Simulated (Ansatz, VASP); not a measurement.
# One calculation of Te, two programs

```xyz
3
Lattice="4.3186 0.0000 0.0000 -2.1593 3.7400 0.0000 0.0000 0.0000 5.9657" Properties=species:S:1:pos:R:3 pbc="T T T"
Te    1.2297    0.0000    1.9886
Te   -0.6148    1.0649    3.9772
Te    1.5445    2.6751    0.0000
```

Alike in both runs: functional PBE; dispersion D3(BJ); k mesh 12 × 12 × 6; occupations gaussian, width 0.01 eV; no spin polarisation.

Ansatz relaxed the structure, and its values are those at the end. VASP's run is a single point on that final structure, the one shown.

```csv
,VASP,Ansatz
version,VASP 6.6.1,Ansatz 0.2.0
potentials or method,"VASP PAW PBE potentials, release 64 (Te), cutoff 520 eV","scalar-relativistic, plane waves, PAW"
valence electrons in the cell,18,48
```

Ansatz gave:

| Quantity | Value |
| --- | --- |
| gap on the k mesh at the Fermi level (eV) | 0.04 |
| least direct gap on the mesh (eV) | 0.04 |
| pressure (GPa) | 0.0 |
| rms of the force components (eV/Å) | 0.002 |

Q: What did VASP give for the same quantities?

A: gap on the k mesh at the Fermi level (eV): 0.02; least direct gap on the mesh (eV): 0.02; pressure (GPa): 0.0; rms of the force components (eV/Å): 0.007.

VASP's potentials hold 18 valence electrons a cell and Ansatz's 48, so a difference there can come from the potentials and not from the codes.

Neither program's run includes spin-orbit coupling.
